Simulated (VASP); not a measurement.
Here is a VASP 6.6.1 calculation.

The input INCAR:

```
SYSTEM = BaTiO3
ALGO = Normal
EDIFF = 1E-6
ENCUT = 600
GGA = PE
GGA_COMPAT = .FALSE.
ISIF = 2
ISMEAR = 0
LASPH = .TRUE.
LCHARG = .FALSE.
LREAL = .FALSE.
LWAVE = .FALSE.
NBANDS = 28
NELM = 120
PREC = Accurate
SIGMA = 0.01
```

KPOINTS

```
k-points
0
G
  5 5 5
  0 0 0
```

File POSCAR:

```
BaTiO3
1.0
    4.0060000000      0.0000000000      0.0000000000
    0.0000000000      4.0060000000      0.0000000000
    0.0000000000      0.0000000000      4.0060000000
Ba Ti O
1 1 3
Direct
    0.5000000000      0.5000000000      0.5000000000
    0.0000000000      0.0000000000      0.0000000000
    0.5000000000      0.0000000000      0.0000000000
    0.0000000000      0.5000000000      0.0000000000
    0.0000000000      0.0000000000      0.5000000000
```

Potentials or basis: VASP PAW PBE potentials, release 64 (Ba_sv, Ti_sv, O).

Launch:

```console
$ cat potpaw_PBE.64/Ba_sv/POTCAR potpaw_PBE.64/Ti_sv/POTCAR potpaw_PBE.64/O/POTCAR > POTCAR
$ mpirun -np 1 vasp_std > vasp.out
```

Predict the pressure.

3.2 GPa.

Predict the band gap on the k mesh.

1.85 eV (least direct gap 1.89 eV).

Caveat: the cell stands under pressure; spin-orbit coupling is left out, which moves the levels of the heavy elements; an odd mesh through Γ misses points on the zone boundary, where band edges can lie.
